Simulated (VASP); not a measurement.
The system is HgS.

```
CELL_PARAMETERS angstrom
0.00000 2.92900 2.92900
2.92900 0.00000 2.92900
2.92900 2.92900 0.00000
ATOMIC_POSITIONS crystal
Hg 0.00000 0.00000 0.00000
S 0.75000 0.75000 0.75000
```

Program: VASP 6.6.1. Alike in all runs: task single point; potentials or basis VASP PAW PBE potentials, release 64 (Hg, S); cell as given; k mesh 8 × 8 × 8; smearing gaussian 0.05 eV.

Q: Order these runs on this cell by their pressure, lowest first.
A. level BLYP; spin off; cutoff (eV) 500
B. level r2SCAN; spin off; cutoff (eV) 550
C. level PBE; spin collinear, ferromagnetic start; cutoff (eV) 500
D. level PBEsol; spin off; cutoff (eV) 500
E. level RPBE; spin off; cutoff (eV) 500

A: D (0.9 GPa), B (2.6 GPa), C (4.3 GPa), E (6.5 GPa), A (8.7 GPa).

Caveats: the PAW data sets were made with another functional, which shifts forces and pressure a little (some runs).
